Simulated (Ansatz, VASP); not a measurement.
This is a calculation of MoSe for Ansatz 0.2.0.

Contents of input.yaml:

```yaml
crystal:
  lattice:
    - [3.5163405195, 0.0, 0.0]
    - [-1.7581702648, 3.0452402212, 0.0]
    - [0.0, 0.0, 4.4303387197]
  atoms:
    - { symbol: Mo, position: [0.66666667, 0.33333333, 0.02544455] }
    - { symbol: Se, position: [0.33333333, 0.66666667, 0.11843047] }
kpoints:
  mp_grid: { grid: [9, 9, 6] }
scf:
  occupations: { method: fermi_dirac, width: 0.05 }
hamiltonian:
  xc: pbe
  pseudopotentials: { kind: all_electron, lapw: { basis_error: 0.0005 } }
output:
  forces: true
  stress: true
  eigenvalues: true
```

Potentials or basis: all-electron LAPW, scalar-relativistic.

Command:

```console
$ ansatz run input.yaml --threads 1 --pin off --max-ram 3072MiB --backend cpu --events-out ev --progress --plain --runs-dir out
```

Question: Translate it to VASP 6.6.1. Potentials there: VASP PAW PBE potentials, release 64 (Mo_sv, Se).

Answer: As run (the cutoff follows the program's own potentials):

INCAR

```
SYSTEM = MoSe
ALGO     = Normal         ! electronic algorithm
EDIFF    = 1E-7           ! SCF threshold, eV
ENCUT    = 520            ! plane-wave cutoff, eV
GGA      = PE             ! functional
ISIF     = 2              ! what is computed and relaxed
ISMEAR   = -1             ! smearing method
LASPH    = .TRUE.         ! aspherical terms in the spheres
LCHARG   = .FALSE.        ! write CHGCAR
LREAL    = .FALSE.        ! projectors in reciprocal space
LWAVE    = .FALSE.        ! write WAVECAR
NBANDS   = 17             ! bands
NELM     = 100            ! most SCF steps
PREC     = Accurate       ! precision mode
SIGMA    = 0.05           ! smearing width, eV
```

The input KPOINTS:

```
k-points
0
G
  9 9 6
  0 0 0
```

File POSCAR:

```
MoSe
1.0
    3.5163405195      0.0000000000      0.0000000000
   -1.7581702648      3.0452402212      0.0000000000
    0.0000000000      0.0000000000      4.4303387197
Mo Se
1 1
Direct
    0.6666666700      0.3333333300      0.0254445500
    0.3333333300      0.6666666700      0.1184304700
```

Potentials or basis: VASP PAW PBE potentials, release 64 (Mo_sv, Se).

Command:

```sh
$ cat potpaw_PBE.64/Mo_sv/POTCAR potpaw_PBE.64/Se/POTCAR > POTCAR
$ mpirun -np 1 vasp_std > vasp.out
```

Both were run:

|  | VASP | Ansatz | Ansatz less VASP |
| --- | --- | --- | --- |
| gap on the k mesh at the Fermi level (eV) | none | none | - |
| pressure (GPa) | 59.3 | 58.9 | -0.43 |
| traceless stress, the component that is largest in VASP (GPa) | -58.27 | -57.88 | +0.388 |
| rms of the force components (eV/Å) | 3.121 | 3.099 | -0.0224 |

Atom by atom the forces differ by 0.022 eV/Å (rms over components). A gap of «none» marks a metal or a gap that the smearing closes. Both programs put the cell under a high pressure, so it lies far from rest at this level. Ansatz ran all-electron here, and VASP with PAW potentials.
